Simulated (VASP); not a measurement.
Input of a VASP 6.6.1 run:

File INCAR:

```
SYSTEM = H5C10Cl
PREC = Accurate
ENCUT = 520
EDIFF = 1E-6
ISMEAR = 0
SIGMA = 0.05
LREAL = Auto
LASPH = .TRUE.
NELM = 60
ALGO = Normal
ISIF = 2
LWAVE = .FALSE.
LCHARG = .FALSE.
GGA = PS
NBANDS = 74
```

KPOINTS

```
regular mesh
0
G
  2 2 1
  0 0 0
```

Contents of POSCAR:

```
H5C10Cl
1.0
    5.0487420000      0.0000000000      0.0000000000
    0.0000000000      5.0487420000      0.0000000000
    0.0000000000      0.0000000000     16.8355610000
H C Cl
10 20 2
Direct
    0.4277868800      0.0000000000      0.0593980800
    0.0722131600      0.0000000000      0.0593980800
    0.9277869200      0.0000000000      0.0593980800
    0.5722132000      0.0000000000      0.0593980800
    0.4277868800      0.5000000400      0.0593980800
    0.0722131600      0.5000000400      0.0593980800
    0.9277869200      0.5000000400      0.0593980800
    0.5722132000      0.5000000400      0.0593980800
    0.2499864065      0.4916859626      0.3661051888
    0.7501778809      0.3266609943      0.4389689268
    0.2500000200      0.0000000000      0.0970980400
    0.7500000600      0.0000000000      0.0970980400
    0.2500000200      0.5000000400      0.0970980400
    0.7500000600      0.5000000400      0.0970980400
    0.2500000200      0.2500000200      0.1501108300
    0.7500000600      0.2500000200      0.1501108300
    0.2500000200      0.7500000600      0.1501108300
    0.7500000600      0.7500000600      0.1501108300
    0.0041322854      0.2501475534      0.1982411014
    0.4958843163      0.2501591812      0.1982373198
    0.0000143802      0.7499375966      0.2078436902
    0.4999873412      0.7499489320      0.2078418248
    0.0019712961      0.0164103051      0.2574625313
    0.4980309931      0.0164269457      0.2574521478
    0.0025930375      0.4837369482      0.2573698689
    0.4974168535      0.4837489023      0.2573704010
    0.2499988871      0.0919866083      0.3056575379
    0.7499964087      0.1130408395      0.2969588608
    0.2499973696      0.4115553167      0.3055913504
    0.7500011352      0.3878520887      0.2965354953
    0.2501101421     -0.0312181338      0.4046488844
    0.7505593187      0.4620098678      0.5050559971
```

Potentials or basis: VASP PAW PBE potentials, release 64 (H, C, Cl).

The run is started by

```console
$ cat potpaw_PBE.64/H/POTCAR potpaw_PBE.64/C/POTCAR potpaw_PBE.64/Cl/POTCAR > POTCAR
$ mpirun -np 1 vasp_std > vasp.out
```

Problem. Predict the largest force.

Solution. 8.961 eV/Å.

Problem. Estimate the band gap on the k mesh.

Solution. 0.97 eV.

Forces on the atoms (eV/Å):
```
H   -8.961 -0.058  0.033
H    8.961 -0.058  0.033
H   -8.948 -0.044  0.041
H    8.948 -0.044  0.041
H   -8.960  0.060  0.032
H    8.960  0.060  0.032
H   -8.944  0.043  0.040
H    8.944  0.043  0.040
H    0.000  0.011  0.033
H    0.000  0.028  0.046
C    0.000 -0.192  1.173
C    0.000 -0.131  1.271
C    0.000  0.186  1.173
C    0.000  0.121  1.298
C    0.001  0.007 -3.910
C    0.002 -0.061 -2.949
C    0.000  0.016  0.733
C    0.000  0.048  0.732
C   -0.016 -0.002 -0.008
C    0.013 -0.002 -0.007
C    0.000  0.002 -0.001
C    0.000  0.001 -0.001
C    0.010 -0.043  0.000
C   -0.011 -0.043  0.003
C    0.005  0.047  0.003
C   -0.007  0.046  0.003
C    0.003 -0.040  0.128
C    0.000 -0.061  0.038
C    0.001 -0.008  0.018
C    0.000  0.067  0.043
Cl  -0.001  0.027 -0.072
Cl  -0.001 -0.027 -0.040
```

Caveat: the k points lie up to 0.62 Å⁻¹ apart; there is no dipole correction, which matters where the two faces differ; the PAW data sets were made with another functional, which shifts forces and pressure a little.
